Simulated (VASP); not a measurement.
Runs of VASP 6.6.1 on GaSi. The structure is that of space group Pnma (No. 62), or close to it. The cells are those of the table. 

```csv
task,cell,k mesh,cutoff (eV),gap on the mesh (eV),pressure (GPa),largest force (eV/Å)
relaxation of cell and atoms,"relaxed from a = 5.917, b = 3.345, c = 5.887 Å, 8 atoms",4 × 6 × 4,600,none,-0.2,0.03
single point,"a = 5.268, b = 3.609, c = 7.466 Å, 8 atoms",4 × 6 × 4,520,none,0.0,0.03
single point,"a = 5.312, b = 3.539, c = 7.616 Å, 8 atoms",8 × 10 × 6,520,none,0.0,0.01
single point,"a = 5.917, b = 3.345, c = 5.887 Å, 8 atoms",4 × 6 × 4,520,none,27.4,(a)
```

Alike in all rows: level PBE; potentials or basis VASP PAW PBE potentials, release 64 (Ga_d, Si); no spin polarisation; smearing gaussian 0.1 eV.

Question: Fill in the values left out.

Answer: (a) 2.00.

Caveats: forces of over 1 eV/Å act on the atoms, so gaps and moduli don't describe the material at rest (some runs).

A k mesh can miss the band edges, and the runs leave out spin-orbit coupling on Ga.

A gap of «none» marks levels without a gap at the run's occupations.
